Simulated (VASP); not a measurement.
# Pb8N in VASP: single point with LDA

Aim: the single point of Pb8N with LDA.

All numbers are computed with VASP 6.6.1; they aren't measurements. Logs are shortened: lines on timing, memory, paths and dates and some standing lists are left out, and cuts for length are marked.

### Step 1. The cell of the first run

The cell holds a slab with vacuum, 9 atoms: a = 6.904 Å, b = 6.904 Å, c = 18.059 Å, α = 90.00°, β = 90.00°, γ = 120.00°.

### Step 2. Single point, LDA

Contents of INCAR:

```
ALGO = Normal ; DIPOL = 0.5 0.5 0.311
EDIFF = 1E-7 ; ENCUT = 520
IDIPOL = 3 ; ISIF = 2
ISMEAR = 0 ; LASPH = T
LCHARG = F ; LDIPOL = T
LREAL = F ; LWAVE = F
NBANDS = 68 ; NELM = 100
PREC = Accurate ; SIGMA = 0.1
```

Contents of KPOINTS:

```
k-points
0
Gamma
  6 6 1
```

Contents of POSCAR:

```
Pb8N
1.0
    6.9043188960      0.0000000000      0.0000000000
   -3.4521594480      5.9793155597      0.0000000000
    0.0000000000      0.0000000000     18.0587621687
Pb N
8 1
Direct
    0.3333333333      0.1666666667      0.2214991240
    0.3333333334      0.6666666667      0.2214991240
    0.8333333334      0.1666666667      0.2214991240
    0.8333333333      0.6666666667      0.2214991240
    0.1666666666      0.3333333333      0.3631900186
    0.1666666666      0.8333333333      0.3631900186
    0.6666666666      0.3333333333      0.3631900186
    0.6666666666      0.8333333333      0.3631900186
    0.2500000000      0.5000000000      0.4581114164
```

Potentials or basis: VASP PAW LDA potentials, release 64 (Pb_d, N).

Launch:

```sh
cat potpaw_LDA.64/Pb_d/POTCAR potpaw_LDA.64/N/POTCAR > POTCAR
mpirun -np 1 vasp_std > vasp.out
```

OUTCAR:

```text
EDIFF = 1E-7
   ENCUT = 520
   ISIF = 2
   ISMEAR = 0
   LASPH = T
   LREAL = F
   NELM = 100
   PREC = Accurate

 ion  position               nearest neighbor table
   1  0.333  0.167  0.221-   5 3.24   7 3.24   6 3.24   3 3.45   2 3.45   4 3.45   4 3.45   2 3.45
                             3 3.45
   2  0.333  0.667  0.221-   8 3.24   5 3.24   6 3.24   4 3.45   1 3.45   3 3.45   3 3.45   1 3.45
                             4 3.45
   3  0.833  0.167  0.221-   5 3.24   8 3.24   7 3.24   1 3.45   4 3.45   2 3.45   2 3.45   4 3.45
                             1 3.45
   4  0.833  0.667  0.221-   8 3.24   6 3.24   7 3.24   2 3.45   3 3.45   1 3.45   1 3.45   3 3.45
                             2 3.45
   5  0.167  0.333  0.363-   9 1.98   3 3.24   1 3.24   2 3.24   8 3.45   6 3.45   6 3.45   8 3.45
                             7 3.45   7 3.45
   6  0.167  0.833  0.363-   4 3.24   1 3.24   2 3.24   5 3.45   7 3.45   5 3.45   7 3.45   8 3.45
                             8 3.45
   7  0.667  0.333  0.363-   1 3.24   4 3.24   3 3.24   6 3.45   8 3.45   8 3.45   6 3.45   5 3.45
                             5 3.45
   8  0.667  0.833  0.363-   2 3.24   4 3.24   3 3.24   5 3.45   7 3.45   7 3.45   5 3.45   6 3.45
                             6 3.45
   9  0.250  0.500  0.458-   5 1.98

  LATTYP: Found a hexagonal cell.
 ALAT       =     6.9043188960
 C/A-ratio  =     2.6155747498

  Lattice vectors:

 A1 = (   6.9043188960,   0.0000000000,   0.0000000000)
 A2 = (  -3.4521594480,   5.9793155597,   0.0000000000)
 A3 = (   0.0000000000,   0.0000000000,  18.0587621687)

Analysis of symmetry for initial positions (statically):
=====================================================================
 Subroutine PRICEL returns:
 Original cell was already a primitive cell.

 Routine SETGRP: Setting up the symmetry group for a
 hexagonal supercell.

 Subroutine GETGRP returns: Found  2 space group operations
 (whereof  2 operations were pure point group operations)
 out of a pool of 24 trial point group operations.

The static configuration has the point symmetry C_1h.

Analysis of symmetry for dynamics (positions and initial velocities):
=====================================================================
 Subroutine PRICEL returns:
 Original cell was already a primitive cell.

 Routine SETGRP: Setting up the symmetry group for a
 hexagonal supercell.

 Subroutine GETGRP returns: Found  2 space group operations
 (whereof  2 operations were pure point group operations)
 out of a pool of 24 trial point group operations.

The dynamic configuration has the point symmetry C_1h.

 Subroutine INISYM returns: Found  2 space group operations
 (whereof  2 operations are pure point group operations),
 and found     1 'primitive' translations

----------------------------------------------------------------------------------------

                                     Primitive cell

  volume of cell :     745.5217

  direct lattice vectors                    reciprocal lattice vectors
     6.904318896  0.000000000  0.000000000     0.144836879  0.083621611  0.000000000
    -3.452159448  5.979315560  0.000000000     0.000000000  0.167243222  0.000000000
     0.000000000  0.000000000 18.058762169     0.000000000  0.000000000  0.055374781

  length of vectors
     6.904318896  6.904318896 18.058762169     0.167243222  0.167243222  0.055374781

  position of ions in fractional coordinates (direct lattice)
     0.333333333  0.166666667  0.221499124
     0.333333333  0.666666667  0.221499124
     0.833333333  0.166666667  0.221499124
     0.833333333  0.666666667  0.221499124
     0.166666667  0.333333333  0.363190019
     0.166666667  0.833333333  0.363190019
     0.666666667  0.333333333  0.363190019
     0.666666667  0.833333333  0.363190019
     0.250000000  0.500000000  0.458111416

  ion indices of the primitive-cell ions
   primitive index   ion index
                 1           1
                 2           2
                 3           3
                 4           4
                 5           5
                 6           6
                 7           7
                 8           8
                 9           9

----------------------------------------------------------------------------------------

 KPOINTS: k-points

Automatic generation of k-mesh.
 Grid dimensions read from file:
 generate k-points for:    6    6    1

 Generating k-lattice:

  Cartesian coordinates                     Fractional coordinates (reciprocal lattice)
     0.024139480  0.013936935  0.000000000     0.166666667 -0.000000000  0.000000000
     0.000000000  0.027873870  0.000000000     0.000000000  0.166666667  0.000000000
     0.000000000  0.000000000  0.055374781     0.000000000  0.000000000  1.000000000

  Length of vectors
     0.027873870  0.027873870  0.055374781

  Shift w.r.t. Gamma in fractional coordinates (k-lattice)
     0.000000000  0.000000000  0.000000000

 Subroutine IBZKPT returns following result:
 ===========================================

 Found     13 irreducible k-points:

 Following reciprocal coordinates:
            Coordinates               Weight
  0.000000  0.000000  0.000000      1.000000
  0.166667  0.000000  0.000000      4.000000
  0.000000  0.166667  0.000000      2.000000
  0.333333  0.000000  0.000000      4.000000
  0.000000  0.333333  0.000000      2.000000
  0.500000 -0.000000  0.000000      2.000000
  0.000000  0.500000  0.000000      1.000000
  0.166667  0.166667  0.000000      4.000000
 -0.333333  0.166667  0.000000      2.000000
  0.333333  0.166667  0.000000      4.000000
 -0.166667  0.500000  0.000000      4.000000
  0.500000  0.333333  0.000000      4.000000
  0.333333  0.333333  0.000000      2.000000
   k-points           NKPTS =     13   k-points in BZ     NKDIM =     13   number of bands    NBANDS=     68
   number of dos      NEDOS =    301   number of ions     NIONS =      9
   total plane-waves  NPLWV = 408240
   dimension x,y,z NGX =    54 NGY =   54 NGZ =  140
   dimension x,y,z NGXF=   108 NGYF=  108 NGZF=  280
   ions per type =               8   1
   NGX,Y,Z   is equivalent  to a cutoff of  13.00, 13.00, 12.89 a.u.
   NGXF,Y,Z  is equivalent  to a cutoff of  26.00, 26.00, 25.78 a.u.
 SYSTEM =  unknown system
   PREC   = accura    normal or accurate (medium, high low for compatibility)
   ISTART =      0    job   : 0-new  1-cont  2-samecut
   ICHARG =      2    charge: 1-file 2-atom 10-const
   ISPIN  =      1    spin polarized calculation?
   LNONCOLLINEAR =      F non collinear calculations
   LSORBIT =      F    spin-orbit coupling
   LASPH  =      T    aspherical Exc in radial PAW
   ENCUT  =  520.0 eV  38.22 Ry    6.18 a.u.  12.84 12.84 33.58*2*pi/ulx,y,z
   NELM   =    100;   NELMIN=  2; NELMDL= -5     # of ELM steps
   EDIFF  = 0.1E-06   stopping-criterion for ELM
   LREAL  =      F    real-space projection
   EDIFFG = 0.1E-05   stopping-criterion for IOM
   NSW    =      0    number of steps for IOM
   IBRION =     -1    ionic relax: 0-MD 1-quasi-New 2-CG
   NFREE  =      0    steps in history (QN), initial steepest desc. (CG)
   ISIF   =      2    stress and relaxation
   ISYM   =      2    0-nonsym 1-usesym 2-fastsym
   POTIM  = 0.5000    time-step for ionic-motion
   TEBEG  =    0.0;   TEEND  =   0.0 temperature during run
   PSTRESS=    0.0 pullay stress
   NELECT =     117.0000    total number of electrons
   NUPDOWN=      -1.0000    fix difference up-down
   EMIN   =  10.00;   EMAX   =-10.00  energy-range for DOS
   EFERMI =   0.00;   METHOD = LEGACY
   ISMEAR =     0;   SIGMA  =   0.10  broadening in eV -4-tet -1-fermi 0-gaus
   EFERMI_NEDOS =   21; number of points for ismear=-14 and -15
   IALGO  =     38    algorithm
   IMIX   =      4    mixing-type and parameters
     AMIX     =   0.40;   BMIX     =  1.00
     AMIX_MAG =   1.60;   BMIX_MAG =  1.00
  volume/ion in A,a.u.               =      82.84       559.00
  Fermi-wavevector in a.u.,A,eV,Ry     =   0.883046  1.668715 10.609419  0.779770
  Thomas-Fermi vector in A             =   2.003759
   LORBIT       =      0    0 simple, 1 ext, 2 COOP (PROOUT), +10 PAW based schemes
   GGA     = CA    functional components
   LHFCALC =     F    Hartree Fock is set to
   AEXX    =    0.0000 exact exchange contribution
   IVDW    =     0    specifies the selected vdW correction
   LEPSILON=     F    determine dielectric tensor
   LRPA    =     F    only Hartree local field effects (RPA)
 non-spin polarized calculation
 Gauss-broadening in eV      SIGMA  =   0.10
  energy-cutoff  :      520.00
  volume of cell :      745.52
 maximum number of plane-waves:     20127
 NGX is ok and might be reduce to    54
   NGX = 25   NGY = 25   NGZ = 67

 number of electron     116.9999978 magnetization

 dipolmoment           0.000000      0.000000      0.359630 electrons x Angstroem

 Free energy of the ion-electron system (eV)
  ---------------------------------------------------
  ext. energy  EPLUGINS =         0.00000000
  ---------------------------------------------------
  free energy    TOTEN  =       -36.93113642 eV

  energy without entropy =      -36.91330786  energy(sigma->0) =      -36.92222214

 E-fermi :  -0.9468     XC(G=0):  -4.2331

 val. band max:       -0.9647269246   @ k =   0.0000   0.0000   0.0000
 cond. band min:      -0.9465594037   @ k =  -0.3333   0.1667   0.0000
 fundamental gap:      0.0181675209
 Fermi energy:        -0.9468474649

 k-point     1 :       0.0000    0.0000    0.0000
  band No.  band energies     occupation
      1     -18.3912      2.00000
      2     -18.1408      2.00000
      3     -18.1340      2.00000
      4     -18.1283      2.00000
      5     -18.0409      2.00000
      6     -18.0355      2.00000
[... 60 lines left out ...]
     67       2.0906      0.00000
     68       2.4490      0.00000
[... 850 lines left out ...]
     67       2.1732      0.00000
     68       2.2506      0.00000

------------------------ aborting loop because EDIFF is reached ----------------------------------------

 vacuum level on the upper side and lower side of the slab       (xc-potential included)         0.674        -0.861

  FORCE on cell =-STRESS in cart. coord.  units (eV):
  Direction    XX          YY          ZZ          XY          YZ          ZX
  --------------------------------------------------------------------------------------
  -------------------------------------------------------------------------------------
  Total       -2.2328022     -1.6134792      3.2665316      0.0000000      0.8979604      0.0000000
  in kB       -4.7984451     -3.4674776      7.0200006      0.0000000      1.9297786      0.0000000
  external PRESSURE =      -0.4153073 kB  Pullay stress =       0.0000000 kB

 VOLUME and BASIS-vectors are now :
 -----------------------------------------------------------------------------
  energy-cutoff  :      520.00
  volume of cell :      745.52
      direct lattice vectors                 reciprocal lattice vectors
     6.904318896  0.000000000  0.000000000     0.144836879  0.083621611  0.000000000
    -3.452159448  5.979315560  0.000000000     0.000000000  0.167243222  0.000000000
     0.000000000  0.000000000 18.058762169     0.000000000  0.000000000  0.055374781

 POSITION                                       TOTAL-FORCE (eV/Angst)
 -----------------------------------------------------------------------------------
      1.72608      0.99655      4.00000         0.080923      0.207196     -0.260236
      0.00000      3.98621      4.00000        -0.000000      0.270594     -0.508987
      5.17824      0.99655      4.00000        -0.080923      0.207196     -0.260236
      3.45216      3.98621      4.00000        -0.000000     -0.194404     -0.268768
     -0.00000      1.99311      6.55876         0.000000     -0.953564     -0.568329
     -1.72608      4.98276      6.55876         0.346873     -0.322846      0.759307
      3.45216      1.99311      6.55876        -0.000000     -0.147219      0.307942
      1.72608      4.98276      6.55876        -0.346873     -0.322846      0.759307
      0.00000      2.98966      8.27293         0.000000      1.255893      0.039998
 -----------------------------------------------------------------------------------
    total drift:                                0.000001      0.000035      0.000265

  FREE ENERGIE OF THE ION-ELECTRON SYSTEM (eV)
  ---------------------------------------------------
  free  energy   TOTEN  =       -36.9311364201 eV

  energy  without entropy=      -36.9133078598  energy(sigma->0) =      -36.92222214

 vacuum level on the upper side and lower side of the slab         4.641         3.057
```

Wall time 60 min (1 thread of Intel Xeon 8259CL, shared host); peak memory 0.88 GiB.

Results:

```
Free energy            : -36.9311 eV
Largest force          : 1.257 eV/Å
Band gap on the k mesh : zero (an odd number of electrons rules out a gap without spin polarisation)
```

Forces on the atoms (eV/Å):
```
Pb   0.081  0.207 -0.260
Pb   0.000  0.271 -0.509
Pb  -0.081  0.207 -0.260
Pb   0.000 -0.194 -0.269
Pb   0.000 -0.954 -0.568
Pb   0.347 -0.323  0.759
Pb   0.000 -0.147  0.308
Pb  -0.347 -0.323  0.759
N    0.000  1.256  0.040
```

Caveat: spin-orbit coupling is left out, which moves the levels of the heavy elements.
